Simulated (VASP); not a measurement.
Write the native input for VASP 6.6.1 that does the following.

```
Task                               : single point
Functional                         : PBE-based screened hybrid with 25 % exact exchange
Potentials or basis                : VASP PAW PBE potentials, release 64 (Rh_pv)
Cutoff                             : 400 eV
k mesh                             : 6 × 6 × 3
Occupations                        : fermi-dirac, width 0.05 eV
Spin                               : no spin polarisation
Dipole correction                  : no
Grid for exact exchange (PRECFOCK) : Normal
Share of exact exchange            : 0.25
Further INCAR settings             : ALGO = Normal; EDIFF = 1e-06; NBANDS = 22
Screening parameter                : 0.3 1/Å
```

Rh:

```
Rh
1.0
     2.72170    0.00000    0.00000
    -1.36085    2.35706    0.00000
     0.00000    0.00000    4.23118
Rh
2
Direct
  0.33333 0.66667 0.25000
  0.66667 0.33333 0.75000
```

This isn't the form of Rh at room conditions, which is fcc.

These files were run (other wordings do the same):

POSCAR

```
Rh
1.0
    2.7216950161      0.0000000000      0.0000000000
   -1.3608475081      2.3570570253      0.0000000000
    0.0000000000      0.0000000000      4.2311826119
Rh
2
Direct
    0.3333333333      0.6666666667      0.2500000000
    0.6666666667      0.3333333333      0.7500000000
```

INCAR.step1

```
PREC = Accurate
ENCUT = 400
EDIFF = 1E-5
ISMEAR = -1
SIGMA = 0.05
LREAL = F
LASPH = T
NELM = 120
ALGO = Normal
ISIF = 2
LWAVE = T
LCHARG = F
GGA = PE
NBANDS = 22
GGA_COMPAT = F
```

INCAR.step2

```
PREC = Accurate
ENCUT = 400
EDIFF = 1E-6
ISMEAR = -1
SIGMA = 0.05
LREAL = F
LASPH = T
NELM = 120
ALGO = Normal
ISIF = 2
LWAVE = F
LCHARG = F
GGA = PE
LHFCALC = T
AEXX = 0.25
HFSCREEN = 0.3
PRECFOCK = Normal
ISTART = 1
NBANDS = 22
GGA_COMPAT = F
```

KPOINTS

```
regular mesh
0
Gamma
  6 6 3
```

Potentials or basis: VASP PAW PBE potentials, release 64 (Rh_pv).

Launch:

```console
$ cat potpaw_PBE.64/Rh_pv/POTCAR > POTCAR
$ cp INCAR.step1 INCAR
$ mpirun -np 1 vasp_std > vasp.out
$ cp INCAR.step2 INCAR
$ mpirun -np 1 vasp_std > vasp.out
```

Results of the run:

```json
{
  "Pressure": "-0.6 GPa",
  "Band gap on the k mesh": "zero (bands 15 and 16 overlap by 2.57 eV)"
}
```

Caveat: the k points lie up to 0.49 Å⁻¹ apart, too coarse for converged energies and pressures of a metal; the PAW data sets were made with another functional, which shifts forces and pressure a little.

Wall time 41 min on 1 thread of Intel Xeon 8259CL (shared host), peak memory 0.24 GiB.
